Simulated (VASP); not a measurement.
# LiH (a cell with a defect) in VASP: notebook, part 2 of 2

VASP 6.6.1.

### 3 Relaxation of the atoms, PBEsol

Contents of INCAR:

```
  PREC = Accurate
  ENCUT = 650
  EDIFF = 1E-7
  ISMEAR = -1
  SIGMA = 0.05
  LREAL = Auto
  LASPH = T
  NELM = 120
  ALGO = Normal
  ISIF = 2
  LWAVE = F
  LCHARG = F
  GGA = PS
  IBRION = 2
  NSW = 100
  EDIFFG = -0.03
  ISYM = -1
  GGA_COMPAT = F
  NELMIN = 4
```

Contents of KPOINTS:

```
explicit points
1
Reciprocal
  0.25000000   0.25000000   0.25000000 1
```

Contents of POSCAR:

```
LiH
1.0
    7.9599380000      0.0000000000      0.0000000000
    0.0000000000      7.9599380000      0.0000000000
    0.0000000000      0.0000000000      7.9599380000
H Li
31 31
Direct
    0.2479120000      0.0035810000      0.0023950000
    0.2552090000      0.0014270000      0.4982790000
    0.2480650000      0.5003460000      0.9974370000
    0.7463560000      0.0010210000      0.0018900000
    0.7478240000      0.0014330000      0.4970240000
    0.7466190000      0.4988990000      0.0014160000
    0.7520690000      0.4992530000      0.5016630000
    0.9991770000      0.2461440000      0.0008390000
    0.9989100000      0.2539560000      0.4992960000
    0.9976470000      0.7519390000      0.9990970000
    0.0014680000      0.7515090000      0.4988330000
    0.5027850000      0.2522950000      0.9975490000
    0.5071450000      0.2459090000      0.5013660000
    0.5020900000      0.7537610000      0.0000620000
    0.4971300000      0.7491390000      0.5018580000
    0.9983040000      0.9991660000      0.2465740000
    0.0008490000      0.9997490000      0.7466730000
    0.9996760000      0.4959000000      0.2502740000
    0.0029020000      0.4988490000      0.7510710000
    0.5005000000      0.9985040000      0.2509880000
    0.5013510000      0.0010360000      0.7480100000
    0.5002140000      0.4989380000      0.2479470000
    0.5005280000      0.4999290000      0.7491830000
    0.2480190000      0.2486890000      0.2504830000
    0.2518930000      0.2493350000      0.7453880000
    0.2476720000      0.7496450000      0.2492910000
    0.2533250000      0.7467610000      0.7473240000
    0.7518100000      0.2533560000      0.2514690000
    0.7540470000      0.2508570000      0.7531050000
    0.7500090000      0.7534250000      0.2499120000
    0.7460770000      0.7524120000      0.7460710000
    0.0026670000      0.0001670000      0.0022360000
    0.9986480000      0.9964110000      0.4990640000
    0.0015650000      0.5011390000      0.0004070000
    0.9990750000      0.5047710000      0.5035430000
    0.4988910000      0.9972210000      0.0023970000
    0.5013630000      0.9968390000      0.4987440000
    0.4972080000      0.4999990000      0.9972610000
    0.4992700000      0.5026200000      0.5023880000
    0.2493010000      0.2459610000      0.0020160000
    0.2515880000      0.2498990000      0.5008150000
    0.2541460000      0.7472830000      0.9953130000
    0.2517350000      0.7519800000      0.5016860000
    0.7520940000      0.2526490000      0.0037790000
    0.7516420000      0.2530490000      0.4985360000
    0.7491360000      0.7578570000      0.9972120000
    0.7538540000      0.7497520000      0.5008850000
    0.2516890000      0.0005660000      0.2488430000
    0.2513470000      0.9970460000      0.7522370000
    0.2530150000      0.5007670000      0.2491720000
    0.2523050000      0.4998050000      0.7463020000
    0.7521400000      0.9983780000      0.2484380000
    0.7492410000      0.0019060000      0.7516490000
    0.7466410000      0.4961220000      0.2469200000
    0.7498750000      0.4978690000      0.7495930000
    0.0033240000      0.2506310000      0.7479110000
    0.9983980000      0.7542880000      0.2496860000
    0.9973450000      0.7535520000      0.7517490000
    0.5026090000      0.2488530000      0.2517640000
    0.5025260000      0.2542530000      0.7487380000
    0.5010190000      0.7507320000      0.2462800000
    0.4997440000      0.7467770000      0.7499000000
```

Potentials or basis: VASP PAW PBE potentials, release 64 (H, Li_sv).

The run is started by

```bash
cat potpaw_PBE.64/H/POTCAR potpaw_PBE.64/Li_sv/POTCAR > POTCAR
mpirun -np 1 vasp_std > vasp.out
```

OUTCAR:

```text
PREC = Accurate
   ENCUT = 650
   EDIFF = 1E-7
   ISMEAR = -1
   LREAL = Auto
   LASPH = T
   NELM = 120
   ISIF = 2
   GGA = PS
   IBRION = 2
   NSW = 100
   EDIFFG = -0.03
   ISYM = -1
   NELMIN = 4

 ion  position               nearest neighbor table
   1  0.248  0.004  0.002-
   2  0.255  0.001  0.498-
   3  0.248  0.500  0.997-
   4  0.746  0.001  0.002-
   5  0.748  0.001  0.497-
   6  0.747  0.499  0.001-
[... 54 lines left out ...]
  61  0.501  0.751  0.246-
  62  0.500  0.747  0.750-

IMPORTANT INFORMATION: All symmetrisations will be switched off!
NOSYMM: (Re-)initialisation of all symmetry stuff for point group C_1.

----------------------------------------------------------------------------------------

                                     Primitive cell

  volume of cell :     504.3466

  direct lattice vectors                    reciprocal lattice vectors
     7.959938000  0.000000000  0.000000000     0.125629119  0.000000000  0.000000000
     0.000000000  7.959938000  0.000000000     0.000000000  0.125629119  0.000000000
     0.000000000  0.000000000  7.959938000     0.000000000  0.000000000  0.125629119

  length of vectors
     7.959938000  7.959938000  7.959938000     0.125629119  0.125629119  0.125629119

  position of ions in fractional coordinates (direct lattice)
     0.247912000  0.003581000  0.002395000
     0.255209000  0.001427000  0.498279000
     0.248065000  0.500346000  0.997437000
     0.746356000  0.001021000  0.001890000
     0.747824000  0.001433000  0.497024000
     0.746619000  0.498899000  0.001416000
[... 54 lines left out ...]
     0.501019000  0.750732000  0.246280000
     0.499744000  0.746777000  0.749900000

  ion indices of the primitive-cell ions
   primitive index   ion index
                 1           1
                 2           2
                 3           3
                 4           4
                 5           5
                 6           6
[... 54 lines left out ...]
                61          61
                62          62

----------------------------------------------------------------------------------------

 KPOINTS: explicit points

Read explicit list of k-points.

 Found      1 k-points:

 Following reciprocal coordinates:
            Coordinates               Weight
  0.250000  0.250000  0.250000      1.000000
   k-points           NKPTS =      1   k-points in BZ     NKDIM =      1   number of bands    NBANDS=     94
   number of dos      NEDOS =    301   number of ions     NIONS =     62
   total plane-waves  NPLWV = 343000
   dimension x,y,z NGX =    70 NGY =   70 NGZ =   70
   dimension x,y,z NGXF=   140 NGYF=  140 NGZF=  140
   ions per type =              31  31
   NGX,Y,Z   is equivalent  to a cutoff of  14.62, 14.62, 14.62 a.u.
   NGXF,Y,Z  is equivalent  to a cutoff of  29.24, 29.24, 29.24 a.u.
 SYSTEM =  unknown system
   PREC   = accura    normal or accurate (medium, high low for compatibility)
   ISTART =      0    job   : 0-new  1-cont  2-samecut
   ICHARG =      2    charge: 1-file 2-atom 10-const
   ISPIN  =      1    spin polarized calculation?
   LNONCOLLINEAR =      F non collinear calculations
   LSORBIT =      F    spin-orbit coupling
   LASPH  =      T    aspherical Exc in radial PAW
   ENCUT  =  650.0 eV  47.77 Ry    6.91 a.u.  16.55 16.55 16.55*2*pi/ulx,y,z
   NELM   =    120;   NELMIN=  4; NELMDL= -5     # of ELM steps
   EDIFF  = 0.1E-06   stopping-criterion for ELM
   LREAL  =      T    real-space projection
   EDIFFG = -.3E-01   stopping-criterion for IOM
   NSW    =    100    number of steps for IOM
   IBRION =      2    ionic relax: 0-MD 1-quasi-New 2-CG
   NFREE  =      1    steps in history (QN), initial steepest desc. (CG)
   ISIF   =      2    stress and relaxation
   ISYM   =     -1    0-nonsym 1-usesym 2-fastsym
   POTIM  = 0.5000    time-step for ionic-motion
   TEBEG  =    0.0;   TEEND  =   0.0 temperature during run
   PSTRESS=    0.0 pullay stress
   NELECT =     124.0000    total number of electrons
   NUPDOWN=      -1.0000    fix difference up-down
   EMIN   =  10.00;   EMAX   =-10.00  energy-range for DOS
   EFERMI =   0.00;   METHOD = LEGACY
   ISMEAR =    -1;   SIGMA  =   0.05  broadening in eV -4-tet -1-fermi 0-gaus
   EFERMI_NEDOS =   21; number of points for ismear=-14 and -15
   IALGO  =     38    algorithm
   IMIX   =      4    mixing-type and parameters
     AMIX     =   0.40;   BMIX     =  1.00
     AMIX_MAG =   1.60;   BMIX_MAG =  1.00
  volume/ion in A,a.u.               =       8.13        54.90
  Fermi-wavevector in a.u.,A,eV,Ry     =   1.025587  1.938078 14.310989  1.051828
  Thomas-Fermi vector in A             =   2.159435
   LORBIT       =      0    0 simple, 1 ext, 2 COOP (PROOUT), +10 PAW based schemes
   GGA     = PS    functional components
   LHFCALC =     F    Hartree Fock is set to
   AEXX    =    0.0000 exact exchange contribution
   IVDW    =     0    specifies the selected vdW correction
   LEPSILON=     F    determine dielectric tensor
   LRPA    =     F    only Hartree local field effects (RPA)
 conjugate gradient relaxation of ions
 non-spin polarized calculation
  energy-cutoff  :      650.00
  volume of cell :      504.35
 maximum number of plane-waves:     19000
 NGX is ok and might be reduce to    70
   NGX = 33   NGY = 33   NGZ = 33

--------------------------------------- Ionic step        1  -------------------------------------------

 number of electron     124.0000002 magnetization

 Free energy of the ion-electron system (eV)
  ---------------------------------------------------
  ext. energy  EPLUGINS =         0.00000000
  ---------------------------------------------------
  free energy    TOTEN  =      -187.13338505 eV

  energy without entropy =     -187.13338362  energy(sigma->0) =     -187.13338434

------------------------ aborting loop because EDIFF is reached ----------------------------------------

  FORCE on cell =-STRESS in cart. coord.  units (eV):
  Direction    XX          YY          ZZ          XY          YZ          ZX
  --------------------------------------------------------------------------------------
  -------------------------------------------------------------------------------------
  Total       -1.3964054     -1.2548905     -1.3557145     -0.4484369     -0.2259697     -0.3584424
  in kB       -4.4360153     -3.9864595     -4.3067512     -1.4245671     -0.7178469     -1.1386781
  external PRESSURE =      -4.2430753 kB  Pullay stress =       0.0000000 kB
[... 657 lines left out ...]
  energy  without entropy=     -188.2292934257  energy(sigma->0) =     -188.22929343

--------------------------------------- Ionic step        8  -------------------------------------------

 number of electron     124.0000010 magnetization

 Free energy of the ion-electron system (eV)
  ---------------------------------------------------
  ext. energy  EPLUGINS =         0.00000000
  ---------------------------------------------------
  free energy    TOTEN  =      -188.23073610 eV

  energy without entropy =     -188.23073610  energy(sigma->0) =     -188.23073610

 E-fermi :   0.9382     XC(G=0):  -8.5415

 val. band max:       -0.3108223996   @ k =   0.2500   0.2500   0.2500
 cond. band min:       2.3839809173   @ k =   0.2500   0.2500   0.2500
 fundamental gap:      2.6948033169
 Fermi energy:         0.9382202281

 k-point     1 :       0.2500    0.2500    0.2500
  band No.  band energies     occupation
      1     -43.8810      2.00000
      2     -43.8760      2.00000
      3     -43.8716      2.00000
      4     -43.7351      2.00000
      5     -43.7282      2.00000
      6     -43.7260      2.00000
[... 66 lines left out ...]
     73       5.0629      0.00000
     74       5.0668      0.00000
 [bands above 74 left out]

------------------------ aborting loop because EDIFF is reached ----------------------------------------

  FORCE on cell =-STRESS in cart. coord.  units (eV):
  Direction    XX          YY          ZZ          XY          YZ          ZX
  --------------------------------------------------------------------------------------
  -------------------------------------------------------------------------------------
  Total       -0.2948235     -0.2438947     -0.2496352     -0.1534261     -0.0991614     -0.0990848
  in kB       -0.9365773     -0.7747896     -0.7930258     -0.4873945     -0.3150100     -0.3147667
  external PRESSURE =      -0.8347976 kB  Pullay stress =       0.0000000 kB
[... 77 lines left out ...]
  FREE ENERGIE OF THE ION-ELECTRON SYSTEM (eV)
  ---------------------------------------------------
  free  energy   TOTEN  =      -188.2307361004 eV

  energy  without entropy=     -188.2307361003  energy(sigma->0) =     -188.23073610

 reached required accuracy - stopping structural energy minimisation
```

Run time: 20 min. Hardware: 1 thread of Intel Xeon Platinum 8375C at 2.90GHz (Ice Lake), shared host; peak memory 0.77 GiB.

What came out:

| Property | Result |
| --- | --- |
| Free energy | -188.2307 eV |
| Energy gained by relaxing | 17.7 meV/atom |
| Ionic steps | 8 |
| Pressure after relaxing | -0.1 GPa |
| Largest force after relaxing | 0.028 eV/Å |
| Band gap on the k mesh | 2.69 eV |

Forces on the atoms (eV/Å):
```
H   -0.003  0.004  0.003
H   -0.008  0.010 -0.003
H    0.001  0.001  0.009
H    0.007 -0.010  0.004
H   -0.002  0.001 -0.003
H   -0.001 -0.007 -0.001
H    0.002 -0.010 -0.009
H   -0.007 -0.005 -0.003
H    0.001  0.001 -0.023
H    0.006 -0.003 -0.008
H    0.011 -0.008  0.002
H    0.002  0.004 -0.012
H   -0.019  0.008  0.002
H    0.002 -0.002  0.007
H    0.000  0.005  0.004
H   -0.001  0.000 -0.005
H    0.002 -0.013  0.002
H    0.010 -0.023  0.005
H    0.012 -0.001 -0.011
H   -0.002 -0.008 -0.001
H   -0.003  0.000 -0.004
H   -0.001  0.002  0.006
H   -0.005  0.004  0.002
H   -0.028  0.004  0.001
H   -0.004  0.011  0.005
H    0.003 -0.001  0.011
H   -0.003  0.001  0.000
H   -0.004  0.000 -0.002
H   -0.017  0.001 -0.010
H   -0.007  0.000  0.002
H    0.003 -0.007 -0.001
Li   0.022  0.004 -0.006
Li   0.002 -0.001  0.002
Li   0.002  0.001  0.005
Li   0.011 -0.012 -0.010
Li  -0.005 -0.006  0.000
Li   0.005  0.010  0.000
Li   0.007  0.000  0.012
Li  -0.004  0.009  0.003
Li  -0.006 -0.003 -0.004
Li  -0.006  0.009 -0.006
Li   0.000  0.002  0.011
Li   0.004 -0.001  0.005
Li   0.000  0.025 -0.009
Li  -0.006 -0.007 -0.003
Li   0.011 -0.014  0.006
Li   0.010  0.003 -0.003
Li   0.003  0.013 -0.003
Li  -0.004  0.008  0.010
Li  -0.007 -0.003  0.009
Li   0.004  0.005  0.007
Li  -0.003 -0.005  0.018
Li   0.003 -0.001 -0.015
Li   0.006 -0.011 -0.005
Li   0.002 -0.006 -0.002
Li  -0.010 -0.001  0.008
Li  -0.006  0.003  0.001
Li  -0.004  0.005  0.004
Li   0.006 -0.005 -0.010
Li   0.002 -0.005  0.008
Li   0.009  0.010 -0.004
Li   0.008  0.009  0.005
```

The path:
```csv
step,energy change (eV),largest force (eV/Å),pressure (GPa)
1,0.0000,1.0255,-0.42
2,-0.4568,0.7569,-0.39
3,-1.0310,0.1696,-0.11
4,-1.0315,0.1755,-0.12
5,-1.0613,0.1235,-0.12
6,-1.0905,0.0686,-0.09
7,-1.0959,0.0355,-0.09
8,-1.0974,0.0281,-0.08
```

Final structure:
```xyz
62
Lattice="7.9599 0.0000 0.0000 0.0000 7.9599 0.0000 0.0000 0.0000 7.9599" Properties=species:S:1:pos:R:3 pbc="T T T"
H     1.9957    0.0001    7.9563
H     2.0010    0.0064    3.9794
H     1.9946    3.9822    0.0021
H     5.9714    0.0085    7.9585
H     5.9766    0.0041    3.9792
H     5.9727    3.9868    7.9593
H     5.9831    3.9905    3.9846
H     0.0194    2.0041    7.8309
H     0.0424    2.0298    4.0906
H     0.0072    5.9598    7.9383
H     0.0424    5.9365    3.9935
H     3.9677    1.9992    7.9419
H     3.9569    2.0303    3.9943
H     3.9694    5.9615    7.9473
H     3.9460    5.9313    3.9766
H     0.0148    7.8332    1.9995
H     0.0131    7.9472    5.9500
H     0.0326    4.0962    2.0197
H     0.0428    4.0015    5.9331
H     3.9696    7.9426    1.9964
H     3.9755    7.9556    5.9571
H     3.9429    3.9974    2.0288
H     3.9498    3.9805    5.9298
H     2.1103    2.0226    2.0228
H     2.0163    2.0304    5.9231
H     2.0082    5.9311    2.0249
H     1.9953    5.9332    5.9280
H     5.8481    2.0053    2.0007
H     5.9623    2.0018    5.9578
H     5.9522    5.9582    1.9943
H     5.9647    5.9662    5.9576
Li    7.9522    0.0510    0.0485
Li    7.9335    0.0512    3.9283
Li    7.9306    3.9348    0.0431
Li    7.7988    3.9367    3.9290
Li    3.9922    0.0199    0.0130
Li    4.0168    0.0151    3.9644
Li    4.0117    3.9676    0.0102
Li    4.1719    3.9620    3.9613
Li    1.9488    1.9607    0.0475
Li    1.9477    1.8243    3.9272
Li    1.9792    6.0001    0.0088
Li    1.9761    6.1561    3.9591
Li    6.0257    1.9821    0.0521
Li    6.0278    1.9664    3.9304
Li    5.9793    5.9858    0.0092
Li    5.9867    6.0028    3.9655
Li    1.9466    0.0435    1.9577
Li    1.9852    0.0156    5.9929
Li    1.9409    3.9284    1.8205
Li    1.9771    3.9623    6.1504
Li    6.0226    0.0533    1.9788
Li    5.9869    0.0191    5.9788
Li    6.0183    3.9404    1.9581
Li    5.9906    3.9719    6.0003
Li    0.0151    1.9968    5.9587
Li    0.0076    5.9635    1.9904
Li    0.0077    5.9690    5.9621
Li    3.9765    1.9976    1.9968
Li    3.9830    1.9964    5.9615
Li    3.9748    5.9639    1.9920
Li    3.9778    5.9660    5.9622
```

Caveat: the PAW data sets were made with another functional, which shifts forces and pressure a little.
